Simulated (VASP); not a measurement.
A run of VASP 6.6.1:

POSCAR

```
TePb
1.0
    0.0000000000      3.2481500000      3.2481500000
    3.2481500000      0.0000000000      3.2481500000
    3.2481500000      3.2481500000      0.0000000000
Pb Te
1 1
Direct
    0.0000000000      0.0000000000      0.0000000000
    0.5000000000      0.5000000000      0.5000000000
```

Contents of INCAR.step1:

```
SYSTEM = TePb
  ALGO = Normal
  EDIFF = 1E-4
  ENCUT = 520
  GGA = PE
  ISMEAR = 0
  LASPH = .True.
  LCHARG = .False.
  LREAL = .False.
  LWAVE = .True.
  NBANDS = 17
  NELM = 80
  PREC = Accurate
  SIGMA = 0.001
```

File INCAR.step2:

```
SYSTEM = TePb
  ALGO = Normal
  EDIFF = 1E-6
  ENCUT = 520
  ISIF = 2
  ISMEAR = 0
  ISTART = 1
  LASPH = .True.
  LCHARG = .True.
  LELF = .True.
  LMIXTAU = .True.
  LREAL = .False.
  LVHAR = .True.
  LWAVE = .False.
  METAGGA = R2SCAN
  NBANDS = 17
  NELM = 80
  PREC = Accurate
  SIGMA = 0.001
```

The input KPOINTS:

```
k-points
0
Gamma
  5 5 5
  0 0 0
```

Potentials or basis: VASP PAW PBE potentials, release 64 (Pb_d, Te).

Launch:

```sh
$ cat potpaw_PBE.64/Pb_d/POTCAR potpaw_PBE.64/Te/POTCAR > POTCAR
$ cp INCAR.step1 INCAR
$ mpirun -np 1 vasp_std > vasp.out
$ cp INCAR.step2 INCAR
$ mpirun -np 1 vasp_std > vasp.out
```

Hardware: 1 thread of Intel(R) Xeon(R) Platinum 8259CL CPU @ 2.50GHz (Skylake/Cascade Lake), with other jobs on the host.

Problem. How long does it take, and how much memory?

Solution. It took 51 s on 1 thread of Intel(R) Xeon(R) Platinum 8259CL CPU @ 2.50GHz (Skylake/Cascade Lake) (shared host), peak memory 0.22 GiB. Counts: k points 10.
